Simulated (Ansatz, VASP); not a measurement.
# SnP2: VASP beside Ansatz

```
Sn P
1.0
     4.23270    0.00000    0.00000
    -2.11635    3.66563    0.00000
     0.00000    0.00000    3.85161
Sn P
1 2
Direct
  0.00000 0.00000 0.00000
  0.33333 0.66667 0.50000
  0.66667 0.33333 0.50000
```

Alike in both runs: functional r2SCAN; k mesh 6 × 6 × 4; occupations gaussian, width 0.1 eV; no spin polarisation.

Ansatz relaxed the structure, and its values are those at the end. VASP's run is a single point on that final structure, the one shown.

|  | VASP | Ansatz |
| --- | --- | --- |
| version | VASP 6.6.1 | Ansatz 0.2.0 |
| potentials or method | VASP PAW PBE potentials, release 64 (Sn_d, P), cutoff 520 eV | scalar-relativistic, plane waves, PAW |
| valence electrons in the cell | 24 | 24 |

```tsv
	VASP	Ansatz	Ansatz less VASP
gap on the k mesh at the Fermi level (eV)	none	none	-
pressure (GPa)	-0.1	-0.1	0.00
```

VASP's potentials were made for PBE, not for r2SCAN. A gap of «none» marks a metal or a gap that the smearing closes.

The k mesh is coarse, so the values compare programs but aren't converged.
